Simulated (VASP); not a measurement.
# Sb: single point with PBEsol

The system is Sb.

```
Sb
1.0
     0.00000    3.43264    3.43264
     3.43264    0.00000    3.43264
     3.43264    3.43264    0.00000
Sb
2
Direct
  0.00000 0.00000 0.00000
  0.25000 0.25000 0.25000
```

```yaml
Program: VASP 6.6.1
Task: single point
Functional: PBEsol
Potentials_or_basis: VASP PAW PBE potentials, release 64 (Sb)
Cutoff: 520 eV
k_mesh: 11 × 11 × 11
Occupations: methfessel-paxton, width 0.1 eV
Spin: no spin polarisation
```

```json
{
 "Pressure": "0.1 GPa",
 "Band gap on the k mesh": "zero (band 5 reaches 4.63 eV, above the bottom of band 6 at 3.75 eV)"
}
```

Levels at points of the mesh, in eV from the Fermi level:
```
           k point  band 3  band 4  band 5  band 6  band 7  band 8
(0.00, 0.00, 0.00)   -1.73   -1.73   -1.73    0.60    0.60    0.60
```

Run time: 45 s on 1 thread of Intel(R) Xeon(R) Platinum 8375C CPU @ 2.90GHz (Ice Lake), on a shared host, peak memory 0.22 GiB.

Caveat: the PAW data sets were made with another functional, which shifts forces and pressure a little; spin-orbit coupling is left out, which moves the levels of the heavy elements.
